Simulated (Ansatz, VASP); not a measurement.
**Two plane-wave programs on HgSe**

INCAR

```
PREC = Accurate
ENCUT = 500
EDIFF = 1E-7
ISMEAR = 0
SIGMA = 0.1
LREAL = False
LASPH = True
NELM = 120
ALGO = Normal
ISIF = 3
LWAVE = False
LCHARG = False
GGA = PE
IBRION = 2
NSW = 100
EDIFFG = -0.005
GGA_COMPAT = False
NELMIN = 4
```

The input KPOINTS:

```
regular mesh
0
Gamma
  12 12 12
```

File POSCAR:

```
HgSe
1.0
    0.0000000000      3.1301209296      3.1301209296
    3.1301209296      0.0000000000      3.1301209296
    3.1301209296      3.1301209296      0.0000000000
Hg Se
1 1
Direct
    0.0000000000      0.0000000000      0.0000000000
    0.7500000000      0.7500000000      0.7500000000
```

Input for Ansatz:

```yaml
crystal:
  lattice:
    - [0.0, 3.1301209296, 3.1301209296]
    - [3.1301209296, 0.0, 3.1301209296]
    - [3.1301209296, 3.1301209296, 0.0]
  atoms:
    - { symbol: Hg, position: [0.0, 0.0, 0.0] }
    - { symbol: Se, position: [0.75, 0.75, 0.75] }
basis:
  ecutwfc: 420
kpoints:
  mp_grid: { grid: [12, 12, 12] }
hamiltonian:
  xc: pbe
scf:
  occupations: { method: gaussian, width: 0.1 }
output:
  forces: true
  stress: true
  eigenvalues: true
  write_density: true
  write_potential: true
  elf: true
  volumetric_format: npy
relax:
  adjacent_minimum: "off"
  f_tol: 0.005
  max_steps: 80
  cell: { stress_tol: 0.05 }
```

Alike in both runs: task relaxation of cell and atoms; functional PBE; k mesh 12 × 12 × 12; occupations gaussian, width 0.1 eV; no spin polarisation.

```csv
,VASP,Ansatz
version,VASP 6.6.1,Ansatz 0.2.0
potentials or method,"VASP PAW PBE potentials, release 64 (Hg, Se), cutoff 500 eV","scalar-relativistic, plane waves, PAW"
valence electrons in the cell,18,36
```

VASP gave:

| Quantity | Value |
| --- | --- |
| gap on the k mesh at the Fermi level, each at its own relaxed structure (eV) | none |
| relaxed volume (Å³/atom) | 30.80 |
| relaxed cell length with the largest relative difference (Å) | 4.433 |

Problem. Estimate Ansatz's values.

Solution. gap on the k mesh at the Fermi level, each at its own relaxed structure (eV): none; relaxed volume (Å³/atom): 30.67; relaxed cell length with the largest relative difference (Å): 4.427.

A gap of «none» marks a metal or a gap that the smearing closes. VASP's potentials hold 18 valence electrons a cell and Ansatz's 36, so a difference there can come from the potentials and not from the codes.

Spin-orbit coupling is off throughout.
